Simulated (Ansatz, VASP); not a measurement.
# C in VASP and in Ansatz

```xyz
1
Lattice="3.7951 0.0000 0.0000 -1.8976 3.2867 0.0000 0.0000 0.0000 1.2746" Properties=species:S:1:pos:R:3 pbc="T T T"
C     0.0000    0.0000    0.0000
```

Alike in both runs: functional r2SCAN; k mesh 18 × 18 × 42; occupations gaussian, width 0.1 eV; no spin polarisation.

Ansatz relaxed the structure, and its values are those at the end. VASP's run is a single point on that final structure, the one shown.

|  | VASP | Ansatz |
| --- | --- | --- |
| version | VASP 6.6.1 | Ansatz 0.2.0 |
| potentials or method | VASP PAW PBE potentials, release 64 (C), cutoff 520 eV | scalar-relativistic, plane waves, PAW |
| valence electrons in the cell | 4 | 4 |

```csv
,VASP,Ansatz,Ansatz less VASP
gap on the k mesh at the Fermi level (eV),none,none,-
pressure (GPa),0.0,0.0,+0.03
```

VASP's potentials were made for PBE, not for r2SCAN. A gap of «none» marks a metal or a gap that the smearing closes.
